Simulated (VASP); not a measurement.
# Ru (P2_1/m) in VASP: single point with PBE

Aim: the single point of Ru with PBE.

Everything below comes from runs of VASP 6.6.1. Logs are shortened: lines on timing, memory, paths and dates and some standing lists are left out, and cuts for length are marked.

### 1 The cell of the first run

Symmetry: P2_1/m, No. 11, monoclinic system. The conventional cell has a = 2.688 Å, b = 4.282 Å, c = 2.706 Å, α = 90.00°, β = 119.35°, γ = 90.00°. Within 3.5 Å of Ru (site symmetry m) lie 12 Ru at 2.64 to 2.72 Å.

### 2 Single point, PBE (xy shear strain of -1.5 %)

Contents of INCAR:

```
SYSTEM = Ru
  ALGO = Normal
  EDIFF = 1E-6
  ENCUT = 520
  GGA = PE
  ISIF = 2
  ISMEAR = -1
  LASPH = .TRUE.
  LCHARG = .FALSE.
  LREAL = .FALSE.
  LWAVE = .FALSE.
  NBANDS = 21
  NELM = 100
  PREC = Accurate
  SIGMA = 0.03
```

Contents of KPOINTS:

```
k-points
0
G
  14 14 8
  0 0 0
```

Contents of POSCAR:

```
Ru
1.0
    2.7057993342     -0.0202934950      0.0000000000
   -1.3704743493      2.3534377085      0.0000000000
    0.0000000000      0.0000000000      4.2819000000
Ru
2
Direct
    0.3333333333      0.6666666667      0.2500000000
    0.6666666667      0.3333333333      0.7500000000
```

Potentials or basis: VASP PAW PBE potentials, release 64 (Ru_pv).

Started as:

```
$ cat potpaw_PBE.64/Ru_pv/POTCAR > POTCAR
$ mpirun -np 1 vasp_std > vasp.out
```

OUTCAR:

```text
SYSTEM = Ru
   EDIFF = 1E-6
   ENCUT = 520
   GGA = PE
   ISIF = 2
   ISMEAR = -1
   LASPH = .TRUE.
   LREAL = .FALSE.
   NELM = 100
   PREC = Accurate

 ion  position               nearest neighbor table
   1  0.333  0.667  0.250-   2 2.64   2 2.64   2 2.65   2 2.65   2 2.66   2 2.66
   2  0.667  0.333  0.750-   1 2.64   1 2.64   1 2.65   1 2.65   1 2.66   1 2.66

  LATTYP: Found a simple monoclinic cell.
 ALAT       =     2.6882438015
 B/A-ratio  =     1.5928242809
 C/A-ratio  =     1.0065587921
 COS(beta)  =    -0.4902045493

  Lattice vectors:

 A1 = (   1.3353249849,   2.3331442135,   0.0000000000)
 A2 = (   0.0000000000,   0.0000000000,  -4.2819000000)
 A3 = (  -2.7057993342,   0.0202934950,   0.0000000000)

Analysis of symmetry for initial positions (statically):
=====================================================================
 Subroutine PRICEL returns:
 Original cell was already a primitive cell.

 Routine SETGRP: Setting up the symmetry group for a
 simple monoclinic supercell.

 Subroutine GETGRP returns: Found  4 space group operations
 (whereof  2 operations were pure point group operations)
 out of a pool of  4 trial point group operations.

The static configuration has the point symmetry S_2 .
 The point group associated with its full space group is C_2h.

Analysis of symmetry for dynamics (positions and initial velocities):
=====================================================================
 Subroutine PRICEL returns:
 Original cell was already a primitive cell.

 Routine SETGRP: Setting up the symmetry group for a
 simple monoclinic supercell.

 Subroutine GETGRP returns: Found  4 space group operations
 (whereof  2 operations were pure point group operations)
 out of a pool of  4 trial point group operations.

The dynamic configuration has the point symmetry S_2 .
 The point group associated with its full space group is C_2h.

 Subroutine INISYM returns: Found  4 space group operations
 (whereof  2 operations are pure point group operations),
 and found     1 'primitive' translations

----------------------------------------------------------------------------------------

                                     Primitive cell

  volume of cell :      27.1478

  direct lattice vectors                    reciprocal lattice vectors
     2.705799334 -0.020293495  0.000000000     0.371197750  0.216159107  0.000000000
    -1.370474349  2.353437709  0.000000000     0.003200807  0.426774255  0.000000000
     0.000000000  0.000000000  4.281900000     0.000000000  0.000000000  0.233541185

  length of vectors
     2.705875434  2.723392919  4.281900000     0.429549216  0.426786257  0.233541185

  position of ions in fractional coordinates (direct lattice)
     0.333333333  0.666666667  0.250000000
     0.666666667  0.333333333  0.750000000

  ion indices of the primitive-cell ions
   primitive index   ion index
                 1           1
                 2           2

----------------------------------------------------------------------------------------

 KPOINTS: k-points

Automatic generation of k-mesh.
 Grid dimensions read from file:
 generate k-points for:   14   14    8

 Generating k-lattice:

  Cartesian coordinates                     Fractional coordinates (reciprocal lattice)
     0.026514125  0.015439936  0.000000000     0.071428571  0.000000000  0.000000000
     0.000228629  0.030483875  0.000000000     0.000000000  0.071428571  0.000000000
     0.000000000  0.000000000  0.029192648     0.000000000  0.000000000  0.125000000

  Length of vectors
     0.030682087  0.030484733  0.029192648

  Shift w.r.t. Gamma in fractional coordinates (k-lattice)
     0.000000000  0.000000000  0.000000000

 Subroutine IBZKPT returns following result:
 ===========================================

 Found    500 irreducible k-points:

 Following reciprocal coordinates:
            Coordinates               Weight
  0.000000  0.000000  0.000000      1.000000
  0.071429 -0.000000  0.000000      2.000000
  0.142857 -0.000000  0.000000      2.000000
  0.214286 -0.000000  0.000000      2.000000
  0.285714 -0.000000  0.000000      2.000000
  0.357143 -0.000000  0.000000      2.000000
[... 16 lines left out ...]
  0.000000  0.142857  0.000000      2.000000
  0.071429  0.142857  0.000000      2.000000
 [... further k-points ...]
   k-points           NKPTS =    500   k-points in BZ     NKDIM =    500   number of bands    NBANDS=     21
   number of dos      NEDOS =    301   number of ions     NIONS =      2
   total plane-waves  NPLWV =  12800
   dimension x,y,z NGX =    20 NGY =   20 NGZ =   32
   dimension x,y,z NGXF=    40 NGYF=   40 NGZF=   64
   ions per type =               2
   NGX,Y,Z   is equivalent  to a cutoff of  12.29, 12.21, 12.42 a.u.
   NGXF,Y,Z  is equivalent  to a cutoff of  24.58, 24.42, 24.85 a.u.
 SYSTEM =  Ru
   PREC   = accura    normal or accurate (medium, high low for compatibility)
   ISTART =      0    job   : 0-new  1-cont  2-samecut
   ICHARG =      2    charge: 1-file 2-atom 10-const
   ISPIN  =      1    spin polarized calculation?
   LNONCOLLINEAR =      F non collinear calculations
   LSORBIT =      F    spin-orbit coupling
   LASPH  =      T    aspherical Exc in radial PAW
   ENCUT  =  520.0 eV  38.22 Ry    6.18 a.u.   5.03  5.06  7.96*2*pi/ulx,y,z
   NELM   =    100;   NELMIN=  2; NELMDL= -5     # of ELM steps
   EDIFF  = 0.1E-05   stopping-criterion for ELM
   LREAL  =      F    real-space projection
   EDIFFG = 0.1E-04   stopping-criterion for IOM
   NSW    =      0    number of steps for IOM
   IBRION =     -1    ionic relax: 0-MD 1-quasi-New 2-CG
   NFREE  =      0    steps in history (QN), initial steepest desc. (CG)
   ISIF   =      2    stress and relaxation
   ISYM   =      2    0-nonsym 1-usesym 2-fastsym
   POTIM  = 0.5000    time-step for ionic-motion
   TEBEG  =    0.0;   TEEND  =   0.0 temperature during run
   PSTRESS=    0.0 pullay stress
   NELECT =      28.0000    total number of electrons
   NUPDOWN=      -1.0000    fix difference up-down
   EMIN   =  10.00;   EMAX   =-10.00  energy-range for DOS
   EFERMI =   0.00;   METHOD = LEGACY
   ISMEAR =    -1;   SIGMA  =   0.03  broadening in eV -4-tet -1-fermi 0-gaus
   EFERMI_NEDOS =   21; number of points for ismear=-14 and -15
   IALGO  =     38    algorithm
   IMIX   =      4    mixing-type and parameters
     AMIX     =   0.40;   BMIX     =  1.00
     AMIX_MAG =   1.60;   BMIX_MAG =  1.00
  volume/ion in A,a.u.               =      13.57        91.60
  Fermi-wavevector in a.u.,A,eV,Ry     =   1.654053  3.125708 37.224082  2.735893
  Thomas-Fermi vector in A             =   2.742387
   LORBIT       =      0    0 simple, 1 ext, 2 COOP (PROOUT), +10 PAW based schemes
   GGA     = PE    functional components
   LHFCALC =     F    Hartree Fock is set to
   AEXX    =    0.0000 exact exchange contribution
   IVDW    =     0    specifies the selected vdW correction
   LEPSILON=     F    determine dielectric tensor
   LRPA    =     F    only Hartree local field effects (RPA)
 non-spin polarized calculation
  energy-cutoff  :      520.00
  volume of cell :       27.15
 maximum number of plane-waves:       749
   NGX = 11   NGY = 11   NGZ = 15

 number of electron      28.0000007 magnetization

 Free energy of the ion-electron system (eV)
  ---------------------------------------------------
  ext. energy  EPLUGINS =         0.00000000
  ---------------------------------------------------
  free energy    TOTEN  =       -18.45624894 eV

  energy without entropy =      -18.44967037  energy(sigma->0) =      -18.45295966

 E-fermi :  12.8310     XC(G=0): -14.1213

 val. band max:       12.8300011090   @ k =  -0.1429   0.2143   0.3750
 cond. band min:      12.8325170720   @ k =   0.1429   0.2857   0.0000
 fundamental gap:      0.0025159630
 Fermi energy:        12.8309887006

 k-point     1 :       0.0000    0.0000    0.0000
  band No.  band energies     occupation
      1     -30.8107      2.00000
      2     -29.8782      2.00000
      3     -29.8636      2.00000
      4     -29.7085      2.00000
      5     -29.6930      2.00000
      6     -29.6667      2.00000
[... 13 lines left out ...]
     20      23.2601      0.00000
     21      23.2917      0.00000

 k-point     2 :       0.0714   -0.0000    0.0000
  band No.  band energies     occupation
      1     -30.7929      2.00000
      2     -29.9033      2.00000
      3     -29.8897      2.00000
      4     -29.7342      2.00000
      5     -29.7124      2.00000
      6     -29.6748      2.00000
[... 13 lines left out ...]
     20      23.2601      0.00000
     21      23.2867      0.00000

 k-point     3 :       0.1429   -0.0000    0.0000
  band No.  band energies     occupation
      1     -30.7414      2.00000
      2     -30.0090      2.00000
      3     -29.9264      2.00000
      4     -29.8430      2.00000
      5     -29.7289      2.00000
      6     -29.6991      2.00000
[... 13 lines left out ...]
     20      23.2601      0.00000
     21      23.2770      0.00000

 k-point     4 :       0.2143   -0.0000    0.0000
  band No.  band energies     occupation
      1     -30.6613      2.00000
      2     -30.1628      2.00000
      3     -29.9966      2.00000
      4     -29.9765      2.00000
      5     -29.7537      2.00000
      6     -29.7398      2.00000
[... 13 lines left out ...]
     20      23.2600      0.00000
     21      23.2699      0.00000

 k-point     5 :       0.2857   -0.0000    0.0000
  band No.  band energies     occupation
      1     -30.5612      2.00000
      2     -30.3335      2.00000
      3     -30.1613      2.00000
      4     -30.0303      2.00000
      5     -29.7960      2.00000
      6     -29.7827      2.00000
[... 13 lines left out ...]
     20      23.2599      0.00000
     21      23.2656      0.00000

 k-point     6 :       0.3571   -0.0000    0.0000
  band No.  band energies     occupation
      1     -30.4870      2.00000
      2     -30.4533      2.00000
      3     -30.3051      2.00000
      4     -30.0773      2.00000
      5     -29.8641      2.00000
      6     -29.8096      2.00000
[... 13 lines left out ...]
     20      23.2567      0.00000
     21      23.2602      0.00000

 k-point     7 :       0.4286   -0.0000    0.0000
  band No.  band energies     occupation
      1     -30.5928      2.00000
      2     -30.4023      2.00000
      3     -30.3581      2.00000
      4     -30.1092      2.00000
      5     -29.9317      2.00000
      6     -29.8286      2.00000
[... 13 lines left out ...]
     20      23.2597      0.00000
     21      23.7720      0.00000
[... 291 lines left out ...]
      1     -30.6938      2.00000
      2     -30.0884      2.00000
      3     -30.0015      2.00000
      4     -29.8953      2.00000
      5     -29.7512      2.00000
      6     -29.7235      2.00000
[... 13 lines left out ...]
     20      23.2600      0.00000
     21      23.2721      0.00000

 k-point    21 :      -0.1429    0.0714    0.0000
  band No.  band energies     occupation
      1     -30.7594      2.00000
      2     -29.9735      2.00000
      3     -29.9165      2.00000
      4     -29.8036      2.00000
      5     -29.7194      2.00000
      6     -29.6910      2.00000
[... 13 lines left out ...]
     20      23.2601      0.00000
     21      23.2792      0.00000

 k-point    22 :      -0.0714    0.0714    0.0000
  band No.  band energies     occupation
      1     -30.7936      2.00000
      2     -29.9137      2.00000
      3     -29.8762      2.00000
      4     -29.7455      2.00000
      5     -29.6984      2.00000
      6     -29.6748      2.00000
[... 13 lines left out ...]
     20      23.2601      0.00000
     21      23.2862      0.00000

 k-point    23 :       0.0000    0.1429    0.0000
  band No.  band energies     occupation
      1     -30.7428      2.00000
      2     -30.0118      2.00000
      3     -29.9178      2.00000
      4     -29.8463      2.00000
      5     -29.7209      2.00000
      6     -29.6990      2.00000
[... 13 lines left out ...]
     20      23.2601      0.00000
     21      23.2766      0.00000

 k-point    24 :       0.0714    0.1429    0.0000
  band No.  band energies     occupation
      1     -30.6932      2.00000
      2     -30.0962      2.00000
      3     -30.0013      2.00000
      4     -29.8961      2.00000
      5     -29.7469      2.00000
      6     -29.7235      2.00000
[... 13 lines left out ...]
     20      23.2600      0.00000
     21      23.2721      0.00000

 [... further k-points ...]
[... 5 lines left out ...]
  --------------------------------------------------------------------------------------
  -------------------------------------------------------------------------------------
  Total        0.8663530      0.8618091      0.5818169      0.5088056      0.0000000      0.0000000
  in kB       51.1295005     50.8613350     34.3370548     30.0281484      0.0000000      0.0000000
  external PRESSURE =      45.4426301 kB  Pullay stress =       0.0000000 kB

 VOLUME and BASIS-vectors are now :
 -----------------------------------------------------------------------------
  energy-cutoff  :      520.00
  volume of cell :       27.15
      direct lattice vectors                 reciprocal lattice vectors
     2.705799334 -0.020293495  0.000000000     0.371197750  0.216159107  0.000000000
    -1.370474349  2.353437709  0.000000000     0.003200807  0.426774255  0.000000000
     0.000000000  0.000000000  4.281900000     0.000000000  0.000000000  0.233541185

 POSITION                                       TOTAL-FORCE (eV/Angst)
 -----------------------------------------------------------------------------------
     -0.01172      1.56219      1.07048         0.067751     -0.003254      0.000000
      1.34704      0.77095      3.21143        -0.067751      0.003254      0.000000
 -----------------------------------------------------------------------------------
    total drift:                                0.000000     -0.000000      0.000000

  FREE ENERGIE OF THE ION-ELECTRON SYSTEM (eV)
  ---------------------------------------------------
  free  energy   TOTEN  =       -18.4562489417 eV

  energy  without entropy=      -18.4496703692  energy(sigma->0) =      -18.45295966
```

Run time: 74 s. Hardware: 1 thread of Intel Xeon 6975P-C (Granite Rapids), shared host; peak memory 0.32 GiB.

Results:

```
Free energy            : -18.4562 eV
Pressure               : 4.5 GPa
Largest force          : 0.068 eV/Å
Band gap on the k mesh : zero (bands 14 and 15 overlap by 3.19 eV)
```

Forces in eV/Å, atoms in the order of the input:
```
Ru   0.068 -0.003  0.000
Ru  -0.068  0.003  0.000
```

Caveat: the cell differs from its parent crystal (xy shear strain of -1.5 %); the cell stands under pressure.
